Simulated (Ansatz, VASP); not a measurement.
**Pt in VASP and in Ansatz**

```
Pt
1.0
     0.00000    1.95903    1.95903
     1.95903    0.00000    1.95903
     1.95903    1.95903    0.00000
Pt
1
Cartesian
  0.0000 0.0000 0.0000
```

Alike in both runs: functional PBEsol; k mesh 18 × 18 × 18; occupations gaussian, width 0.1 eV; no spin polarisation.

Ansatz relaxed the structure, and its values are those at the end. VASP's run is a single point on that final structure, the one shown.

|  | VASP | Ansatz |
| --- | --- | --- |
| version | VASP 6.6.1 | Ansatz 0.2.0 |
| potentials or method | VASP PAW PBE potentials, release 64 (Pt), cutoff 520 eV | scalar-relativistic, plane waves, PAW |
| valence electrons in the cell | 10 | 18 |

```csv
,VASP,Ansatz,Ansatz less VASP
gap on the k mesh at the Fermi level (eV),none,none,-
pressure (GPa),-0.4,0.0,+0.42
```

VASP's potentials were made for PBE, not for PBEsol. A gap of «none» marks a metal or a gap that the smearing closes. VASP's potentials hold 10 valence electrons a cell and Ansatz's 18, so a difference there can come from the potentials and not from the codes.

Spin-orbit coupling is off throughout.
